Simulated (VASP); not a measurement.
# Ti3Al (P-6m2) in VASP: notebook

Ti3Al is run at these levels: PBEsol; tasks: single point.

All numbers are computed with VASP 6.6.1; they aren't measurements. Logs are shortened: lines on timing, memory, paths and dates and some standing lists are left out, and cuts for length are marked.

**1. The cell of the first run**

It takes space group P-6m2 (No. 187, hexagonal). The conventional cell has a = 2.870 Å, b = 2.870 Å, c = 9.300 Å, α = 90.00°, β = 90.00°, γ = 120.00°. Within 3.6 Å of Ti (site symmetry -6m2) lie 12 Ti at 2.76 to 2.87 Å. Ti (site symmetry 3m) has 9 Ti at 2.76 to 2.87 Å and 3 Al at 2.95 Å within 3.6 Å. Al (site symmetry -6m2) has 6 Al at 2.87 Å and 6 Ti at 2.95 Å within 3.8 Å.

**2. Single point, PBEsol (c/a of the conventional cell at fixed volume 3.2402)**

Contents of INCAR:

```
SYSTEM = Ti3Al
PREC = Accurate
ENCUT = 520
EDIFF = 1E-6
ISMEAR = 0
SIGMA = 0.15
LREAL = .FALSE.
LASPH = .TRUE.
NELM = 60
ALGO = Fast
ISIF = 2
LWAVE = .FALSE.
LCHARG = .FALSE.
GGA = PS
NBANDS = 28
```

Contents of KPOINTS:

```
Automatic mesh
0
G
  15 15 6
  0 0 0
```

Contents of POSCAR:

```
Ti3Al
1.0
    2.8701969374      0.0000000000      0.0000000000
   -1.4350984687      2.4856634617      0.0000000000
    0.0000000000      0.0000000000      9.3000121166
Ti Al
3 1
Direct
    0.6666666667      0.3333333333      0.0000000000
    0.3333333333      0.6666666667      0.7621161197
    0.3333333333      0.6666666667      0.2378838803
    0.6666666667      0.3333333333      0.5000000000
```

Potentials or basis: VASP PAW PBE potentials, release 64 (Ti_sv, Al).

Run with:

```sh
> cat potpaw_PBE.64/Ti_sv/POTCAR potpaw_PBE.64/Al/POTCAR > POTCAR
> mpirun -np 1 vasp_std > vasp.out
```

OUTCAR:

```text
SYSTEM = Ti3Al
   PREC = Accurate
   ENCUT = 520
   EDIFF = 1E-6
   ISMEAR = 0
   LREAL = .FALSE.
   LASPH = .TRUE.
   NELM = 60
   ISIF = 2
   GGA = PS

 ion  position               nearest neighbor table
   1  0.667  0.333  0.000-   2 2.76   3 2.76   2 2.76   3 2.76   2 2.76   3 2.76
   2  0.333  0.667  0.762-   1 2.76   1 2.76   1 2.76   4 2.95   4 2.95   4 2.95
   3  0.333  0.667  0.238-   1 2.76   1 2.76   1 2.76   4 2.95   4 2.95   4 2.95
   4  0.667  0.333  0.500-   2 2.95   3 2.95   2 2.95   3 2.95   2 2.95   3 2.95

  LATTYP: Found a hexagonal cell.
 ALAT       =     2.8701969374
 C/A-ratio  =     3.2402000000

  Lattice vectors:

 A1 = (   2.8701969374,   0.0000000000,   0.0000000000)
 A2 = (  -1.4350984687,   2.4856634617,   0.0000000000)
 A3 = (   0.0000000000,   0.0000000000,   9.3000121166)

Analysis of symmetry for initial positions (statically):
=====================================================================
 Subroutine PRICEL returns:
 Original cell was already a primitive cell.

 Routine SETGRP: Setting up the symmetry group for a
 hexagonal supercell.

 Subroutine GETGRP returns: Found 12 space group operations
 (whereof 12 operations were pure point group operations)
 out of a pool of 24 trial point group operations.

The static configuration has the point symmetry D_3h.

Analysis of symmetry for dynamics (positions and initial velocities):
=====================================================================
 Subroutine PRICEL returns:
 Original cell was already a primitive cell.

 Routine SETGRP: Setting up the symmetry group for a
 hexagonal supercell.

 Subroutine GETGRP returns: Found 12 space group operations
 (whereof 12 operations were pure point group operations)
 out of a pool of 24 trial point group operations.

The dynamic configuration has the point symmetry D_3h.

 Subroutine INISYM returns: Found 12 space group operations
 (whereof 12 operations are pure point group operations),
 and found     1 'primitive' translations

----------------------------------------------------------------------------------------

                                     Primitive cell

  volume of cell :      66.3495

  direct lattice vectors                    reciprocal lattice vectors
     2.870196937  0.000000000  0.000000000     0.348408148  0.201153538  0.000000000
    -1.435098469  2.485663462  0.000000000     0.000000000  0.402307076  0.000000000
     0.000000000  0.000000000  9.300012117     0.000000000  0.000000000  0.107526742

  length of vectors
     2.870196937  2.870196937  9.300012117     0.402307076  0.402307076  0.107526742

  position of ions in fractional coordinates (direct lattice)
     0.666666667  0.333333333  0.000000000
     0.333333333  0.666666667  0.762116120
     0.333333333  0.666666667  0.237883880
     0.666666667  0.333333333  0.500000000

  ion indices of the primitive-cell ions
   primitive index   ion index
                 1           1
                 2           2
                 3           3
                 4           4

----------------------------------------------------------------------------------------

 KPOINTS: Automatic mesh

Automatic generation of k-mesh.
 Grid dimensions read from file:
 generate k-points for:   15   15    6

 Generating k-lattice:

  Cartesian coordinates                     Fractional coordinates (reciprocal lattice)
     0.023227210  0.013410236  0.000000000     0.066666667  0.000000000  0.000000000
     0.000000000  0.026820472  0.000000000     0.000000000  0.066666667  0.000000000
     0.000000000  0.000000000  0.017921124     0.000000000  0.000000000  0.166666667

  Length of vectors
     0.026820472  0.026820472  0.017921124

  Shift w.r.t. Gamma in fractional coordinates (k-lattice)
     0.000000000  0.000000000  0.000000000

 Subroutine IBZKPT returns following result:
 ===========================================

 Found    108 irreducible k-points:

 Following reciprocal coordinates:
            Coordinates               Weight
  0.000000  0.000000  0.000000      1.000000
  0.066667  0.000000  0.000000      6.000000
  0.133333  0.000000  0.000000      6.000000
  0.200000  0.000000  0.000000      6.000000
  0.266667  0.000000  0.000000      6.000000
  0.333333  0.000000  0.000000      6.000000
[... 16 lines left out ...]
  0.333333  0.200000  0.000000     12.000000
  0.400000  0.200000  0.000000      6.000000
 [... further k-points ...]
   k-points           NKPTS =    108   k-points in BZ     NKDIM =    108   number of bands    NBANDS=     28
   number of dos      NEDOS =    301   number of ions     NIONS =      4
   total plane-waves  NPLWV =  40320
   dimension x,y,z NGX =    24 NGY =   24 NGZ =   70
   dimension x,y,z NGXF=    48 NGYF=   48 NGZF=  140
   ions per type =               3   1
   NGX,Y,Z   is equivalent  to a cutoff of  13.90, 13.90, 12.51 a.u.
   NGXF,Y,Z  is equivalent  to a cutoff of  27.80, 27.80, 25.03 a.u.
 SYSTEM =  Ti3Al
   PREC   = accura    normal or accurate (medium, high low for compatibility)
   ISTART =      0    job   : 0-new  1-cont  2-samecut
   ICHARG =      2    charge: 1-file 2-atom 10-const
   ISPIN  =      1    spin polarized calculation?
   LNONCOLLINEAR =      F non collinear calculations
   LSORBIT =      F    spin-orbit coupling
   LASPH  =      T    aspherical Exc in radial PAW
   ENCUT  =  520.0 eV  38.22 Ry    6.18 a.u.   5.34  5.34 17.29*2*pi/ulx,y,z
   NELM   =     60;   NELMIN=  2; NELMDL= -5     # of ELM steps
   EDIFF  = 0.1E-05   stopping-criterion for ELM
   LREAL  =      F    real-space projection
   EDIFFG = 0.1E-04   stopping-criterion for IOM
   NSW    =      0    number of steps for IOM
   IBRION =     -1    ionic relax: 0-MD 1-quasi-New 2-CG
   NFREE  =      0    steps in history (QN), initial steepest desc. (CG)
   ISIF   =      2    stress and relaxation
   ISYM   =      2    0-nonsym 1-usesym 2-fastsym
   POTIM  = 0.5000    time-step for ionic-motion
   TEBEG  =    0.0;   TEEND  =   0.0 temperature during run
   PSTRESS=    0.0 pullay stress
   NELECT =      39.0000    total number of electrons
   NUPDOWN=      -1.0000    fix difference up-down
   EMIN   =  10.00;   EMAX   =-10.00  energy-range for DOS
   EFERMI =   0.00;   METHOD = LEGACY
   ISMEAR =     0;   SIGMA  =   0.15  broadening in eV -4-tet -1-fermi 0-gaus
   EFERMI_NEDOS =   21; number of points for ismear=-14 and -15
   IALGO  =     68    algorithm
   IMIX   =      4    mixing-type and parameters
     AMIX     =   0.40;   BMIX     =  1.00
     AMIX_MAG =   1.60;   BMIX_MAG =  1.00
  volume/ion in A,a.u.               =      16.59       111.94
  Fermi-wavevector in a.u.,A,eV,Ry     =   1.371357  2.591489 25.587388  1.880620
  Thomas-Fermi vector in A             =   2.497061
   LORBIT       =      0    0 simple, 1 ext, 2 COOP (PROOUT), +10 PAW based schemes
   GGA     = PS    functional components
   LHFCALC =     F    Hartree Fock is set to
   AEXX    =    0.0000 exact exchange contribution
   IVDW    =     0    specifies the selected vdW correction
   LEPSILON=     F    determine dielectric tensor
   LRPA    =     F    only Hartree local field effects (RPA)
 non-spin polarized calculation
 RMM-DIIS sequential band-by-band and
 Gauss-broadening in eV      SIGMA  =   0.15
  energy-cutoff  :      520.00
  volume of cell :       66.35
 maximum number of plane-waves:      1811
 NGX is ok and might be reduce to    24
   NGX = 11   NGY = 11   NGZ = 35

 number of electron      39.0000004 magnetization

 Free energy of the ion-electron system (eV)
  ---------------------------------------------------
  ext. energy  EPLUGINS =         0.00000000
  ---------------------------------------------------
  free energy    TOTEN  =       -29.53817643 eV

  energy without entropy =      -29.49535865  energy(sigma->0) =      -29.51676754

 E-fermi :   8.2486     XC(G=0): -11.4457

 val. band max:        8.2465546533   @ k =   0.2000   0.2000   0.3333
 cond. band min:       8.2501646973   @ k =   0.2667   0.1333   0.1667
 fundamental gap:      0.0036100440
 Fermi energy:         8.2486481314

 k-point     1 :       0.0000    0.0000    0.0000
  band No.  band energies     occupation
      1     -48.1955      2.00000
      2     -48.1587      2.00000
      3     -47.9910      2.00000
      4     -24.8822      2.00000
      5     -24.5970      2.00000
      6     -24.1747      2.00000
[... 20 lines left out ...]
     27      10.4421      0.00000
     28      11.2899      0.00000

 k-point     2 :       0.0667    0.0000    0.0000
  band No.  band energies     occupation
      1     -48.1902      2.00000
      2     -48.1546      2.00000
      3     -47.9880      2.00000
      4     -24.8728      2.00000
      5     -24.5971      2.00000
      6     -24.2028      2.00000
[... 20 lines left out ...]
     27      10.3962      0.00000
     28      11.1170      0.00000

 k-point     3 :       0.1333    0.0000    0.0000
  band No.  band energies     occupation
      1     -48.1752      2.00000
      2     -48.1429      2.00000
      3     -47.9797      2.00000
      4     -24.8460      2.00000
      5     -24.5996      2.00000
      6     -24.2854      2.00000
[... 20 lines left out ...]
     27      10.3109      0.00000
     28      10.9978      0.00000

 k-point     4 :       0.2000    0.0000    0.0000
  band No.  band energies     occupation
      1     -48.1528      2.00000
      2     -48.1257      2.00000
      3     -47.9676      2.00000
      4     -24.8072      2.00000
      5     -24.6120      2.00000
      6     -24.3900      2.00000
[... 20 lines left out ...]
     27      10.3557      0.00000
     28      10.9417      0.00000

 k-point     5 :       0.2667    0.0000    0.0000
  band No.  band energies     occupation
      1     -48.1266      2.00000
      2     -48.1058      2.00000
      3     -47.9540      2.00000
      4     -24.7683      2.00000
      5     -24.6466      2.00000
      6     -24.4944      2.00000
[... 20 lines left out ...]
     27      10.6758      0.00000
     28      11.0995      0.00000

 k-point     6 :       0.3333    0.0000    0.0000
  band No.  band energies     occupation
      1     -48.1009      2.00000
      2     -48.0867      2.00000
      3     -47.9414      2.00000
      4     -24.7585      2.00000
      5     -24.7078      2.00000
      6     -24.5840      2.00000
[... 463 lines left out ...]
      5     -24.6814      2.00000
      6     -24.5770      2.00000
[... 20 lines left out ...]
     27      11.2626      0.00000
     28      11.2910      0.00000

 k-point    22 :       0.2667    0.2000    0.0000
  band No.  band energies     occupation
      1     -48.0753      2.00000
      2     -48.0680      2.00000
      3     -47.9295      2.00000
      4     -24.7418      2.00000
      5     -24.7137      2.00000
      6     -24.6297      2.00000
[... 20 lines left out ...]
     27      11.3436      0.00000
     28      11.3979      0.00000

 k-point    23 :       0.3333    0.2000    0.0000
  band No.  band energies     occupation
      1     -48.0618      2.00000
      2     -48.0584      2.00000
      3     -47.9237      2.00000
      4     -24.7555      2.00000
      5     -24.7430      2.00000
      6     -24.6534      2.00000
[... 20 lines left out ...]
     27      11.2936      0.00000
     28      11.7654      0.00000

 k-point    24 :       0.4000    0.2000    0.0000
  band No.  band energies     occupation
      1     -48.0570      2.00000
      2     -48.0550      2.00000
      3     -47.9217      2.00000
      4     -24.7615      2.00000
      5     -24.7550      2.00000
      6     -24.6585      2.00000
[... 20 lines left out ...]
     27      11.2771      0.00000
     28      11.9456      0.00000

 [... further k-points ...]

------------------------ aborting loop because EDIFF is reached ----------------------------------------

  FORCE on cell =-STRESS in cart. coord.  units (eV):
  Direction    XX          YY          ZZ          XY          YZ          ZX
  --------------------------------------------------------------------------------------
  -------------------------------------------------------------------------------------
  Total        0.9317082      0.9317082     -1.1353448      0.0000000     -0.0000000      0.0000000
  in kB       22.4984683     22.4984683    -27.4157941      0.0000000     -0.0000000      0.0000000
  external PRESSURE =       5.8603808 kB  Pullay stress =       0.0000000 kB

 VOLUME and BASIS-vectors are now :
 -----------------------------------------------------------------------------
  energy-cutoff  :      520.00
  volume of cell :       66.35
      direct lattice vectors                 reciprocal lattice vectors
     2.870196937  0.000000000  0.000000000     0.348408148  0.201153538  0.000000000
    -1.435098469  2.485663462  0.000000000     0.000000000  0.402307076  0.000000000
     0.000000000  0.000000000  9.300012117     0.000000000  0.000000000  0.107526742

 POSITION                                       TOTAL-FORCE (eV/Angst)
 -----------------------------------------------------------------------------------
      1.43510      0.82855      0.00000        -0.000000     -0.000000      0.000000
     -0.00000      1.65711      7.08769         0.000000      0.000000     -0.834928
     -0.00000      1.65711      2.21232         0.000000      0.000000      0.834928
      1.43510      0.82855      4.65001         0.000000     -0.000000      0.000000
 -----------------------------------------------------------------------------------
    total drift:                                0.000000     -0.000000      0.000000

  FREE ENERGIE OF THE ION-ELECTRON SYSTEM (eV)
  ---------------------------------------------------
  free  energy   TOTEN  =       -29.5381764305 eV

  energy  without entropy=      -29.4953586504  energy(sigma->0) =      -29.51676754
```

Wall time 5.1 min (1 thread of Intel Xeon 6975P-C (Granite Rapids), shared host); peak memory 0.31 GiB.

Results:

```yaml
Free_energy: -29.5382 eV
Pressure: 0.6 GPa
Largest_force: 0.835 eV/Å
```

Forces on the atoms (eV/Å):
```
Ti   0.000  0.000  0.000
Ti   0.000  0.000 -0.835
Ti   0.000  0.000  0.835
Al   0.000  0.000  0.000
```

Levels at points of the mesh, in eV from the Fermi level:
```tsv
k point	band 16	band 17	band 18	band 19	band 20	band 21	band 22	band 23	band 24	band 25
(0.00, 0.00, 0.00)	-2.69	-1.21	0.70	0.81	0.81	0.87	0.87	0.91	1.26	1.26
(0.00, 0.00, 0.50)	-3.34	-1.47	0.61	0.81	0.81	0.87	0.87	0.93	1.27	1.27
```

Caveat: the PAW data sets were made with another functional, which shifts forces and pressure a little.

**3. Single point, PBEsol (c/a of the conventional cell at fixed volume 3.0719)**

Contents of INCAR:

```
PREC = Accurate
ENCUT = 520
EDIFF = 1E-6
ISMEAR = 0
SIGMA = 0.15
LREAL = F
LASPH = T
NELM = 100
ALGO = Fast
ISIF = 2
LWAVE = F
LCHARG = F
GGA = PS
NBANDS = 28
```

Contents of KPOINTS:

```
regular mesh
0
Gamma
  15 15 6
```

Contents of POSCAR:

```
Ti3Al
1.0
    2.9216842402      0.0000000000      0.0000000000
   -1.4608421201      2.5302527739      0.0000000000
    0.0000000000      0.0000000000      8.9751218176
Ti Al
3 1
Direct
    0.6666666667      0.3333333333      0.0000000000
    0.3333333333      0.6666666667      0.7402302947
    0.3333333333      0.6666666667      0.2597697053
    0.6666666667      0.3333333333      0.5000000000
```

Potentials or basis: VASP PAW PBE potentials, release 64 (Ti_sv, Al).

Run with:

```sh
> cat potpaw_PBE.64/Ti_sv/POTCAR potpaw_PBE.64/Al/POTCAR > POTCAR
> mpirun -np 1 vasp_std > vasp.out
```

It took 4.6 min on 1 thread of Intel Xeon 6975P-C (Granite Rapids), shared host; peak memory 0.31 GiB.

Results (log left out):

```yaml
Free_energy: -29.5266 eV
Pressure: 0.4 GPa
Largest_force: 0.922 eV/Å
```

Forces in eV/Å, atoms in the order of the input:
```
Ti   0.000  0.000  0.000
Ti   0.000  0.000  0.922
Ti   0.000  0.000 -0.922
Al   0.000  0.000  0.000
```

Stress tensor (GPa, compression positive):
```
-1.64  0.00  0.00
 0.00 -1.64  0.00
 0.00  0.00  4.48
```

Levels at points of the mesh, in eV from the Fermi level:
```csv
k point,band 17,band 18,band 19,band 20,band 21,band 22,band 23,band 24
"(0.00, 0.00, 0.00)",-0.25,0.41,0.65,0.87,0.87,0.99,0.99,1.26
"(0.00, 0.00, 0.50)",-0.56,0.37,0.73,0.88,0.88,0.98,0.98,1.28
```

Caveat: the PAW data sets were made with another functional, which shifts forces and pressure a little.

**4. Single point, PBEsol (c/a of the conventional cell at fixed volume 3.1561)**

Contents of INCAR:

```
SYSTEM = Ti3Al
ALGO = Fast ; EDIFF = 1E-7
ENCUT = 520 ; GGA = PS
ISIF = 2 ; ISMEAR = 0
LASPH = .True. ; LCHARG = .False.
LREAL = .False. ; LWAVE = .False.
NBANDS = 28 ; NELM = 80
PREC = Accurate ; SIGMA = 0.15
```

Contents of KPOINTS:

```
k-points
0
Gamma
  15 15 6
  0 0 0
```

Contents of POSCAR:

```
Ti3Al
1.0
    2.8954756449      0.0000000000      0.0000000000
   -1.4477378224      2.5075554645      0.0000000000
    0.0000000000      0.0000000000      9.1383350122
Ti Al
3 1
Direct
    0.6666666667      0.3333333333      0.0000000000
    0.3333333333      0.6666666667      0.7457017510
    0.3333333333      0.6666666667      0.2542982490
    0.6666666667      0.3333333333      0.5000000000
```

Run with:

```sh
> cat potpaw_PBE.64/Ti_sv/POTCAR potpaw_PBE.64/Al/POTCAR > POTCAR
> mpirun -np 1 vasp_std > vasp.out
```

It took 7.3 min on 1 thread of Intel Xeon 6975P-C (Granite Rapids), shared host; peak memory 0.3 GiB.

It converged, with:

```yaml
Free_energy: -29.6198 eV
Pressure: -0.2 GPa
Largest_force: 0.423 eV/Å
```

Forces in eV/Å, atoms in the order of the input:
```
Ti   0.000  0.000  0.000
Ti   0.000  0.000  0.423
Ti   0.000  0.000 -0.423
Al   0.000  0.000  0.000
```

Stress tensor (GPa, compression positive):
```
-0.49  0.00  0.00
 0.00 -0.49  0.00
 0.00  0.00  0.52
```

Levels at points of the mesh, in eV from the Fermi level:
```csv
k point,band 18,band 19,band 20,band 21,band 22,band 23
"(0.00, 0.00, 0.00)",0.39,0.64,0.89,0.89,1.00,1.00
"(0.00, 0.00, 0.50)",0.35,0.69,0.90,0.90,0.99,0.99
```

Caveat: the PAW data sets were made with another functional, which shifts forces and pressure a little.

**5. Single point, PBEsol (c/a of the conventional cell at fixed volume 3.3244)**

Contents of INCAR:

```
PREC = Accurate
ENCUT = 520
EDIFF = 1E-7
ISMEAR = 0
SIGMA = 0.15
LREAL = F
LASPH = T
NELM = 80
ALGO = Fast
ISIF = 2
LWAVE = F
LCHARG = F
GGA = PS
NBANDS = 28
```

Contents of KPOINTS:

```
Automatic mesh
0
Gamma
  15 15 6
```

Contents of POSCAR:

```
Ti3Al
1.0
    2.8457574275      0.0000000000      0.0000000000
   -1.4228787137      2.4644982252      0.0000000000
    0.0000000000      0.0000000000      9.4604359920
Ti Al
3 1
Direct
    0.6666666667      0.3333333333      0.0000000000
    0.3333333333      0.6666666667      0.7566446634
    0.3333333333      0.6666666667      0.2433553366
    0.6666666667      0.3333333333      0.5000000000
```

Run with:

```sh
> cat potpaw_PBE.64/Ti_sv/POTCAR potpaw_PBE.64/Al/POTCAR > POTCAR
> mpirun -np 1 vasp_std > vasp.out
```

Run time: 8.9 min. Hardware: 1 thread of Intel Xeon 6975P-C (Granite Rapids), shared host; peak memory 0.31 GiB.

The run converged, but its numbers aren't listed here, since they failed a check.

Caveat: the PAW data sets were made with another functional, which shifts forces and pressure a little.

[end of part 1 of 2]
